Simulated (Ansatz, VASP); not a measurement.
## Two plane-wave programs on BN

```
CELL_PARAMETERS angstrom
-0.02719 1.81235 1.81235
1.81235 -0.02719 1.81235
1.78516 1.78516 0.00000
ATOMIC_POSITIONS crystal
B 0.00000 0.00000 0.00000
N 0.75000 0.75000 0.75000
```

Change from the starting cell: strain -0.0300 x Voigt [0, 0, 0, 0, 0, 1], atoms carried along.

Alike in both runs: task single point; functional PBE; k mesh 12 × 12 × 12; occupations gaussian, width 0.05 eV; no spin polarisation.

```csv
,VASP,Ansatz
version,VASP 6.6.1,Ansatz 0.2.0
potentials or method,"VASP PAW PBE potentials, release 64 (B, N), cutoff 520 eV","scalar-relativistic, plane waves, PAW"
valence electrons in the cell,8,8
```

|  | VASP | Ansatz | Ansatz less VASP |
| --- | --- | --- | --- |
| gap on the k mesh at the Fermi level (eV) | 4.34 | 4.35 | +0.011 |
| least direct gap on the mesh (eV) | 8.33 | 8.34 | +0.010 |
| pressure (GPa) | 0.7 | 0.4 | -0.25 |
| traceless stress, the component that is largest in VASP (GPa) | 13.39 | 13.29 | -0.101 |
| rms of the force components (eV/Å) | 0.026 | 0.023 | -0.0032 |

Atom by atom the forces differ by 0.003 eV/Å (rms over components).
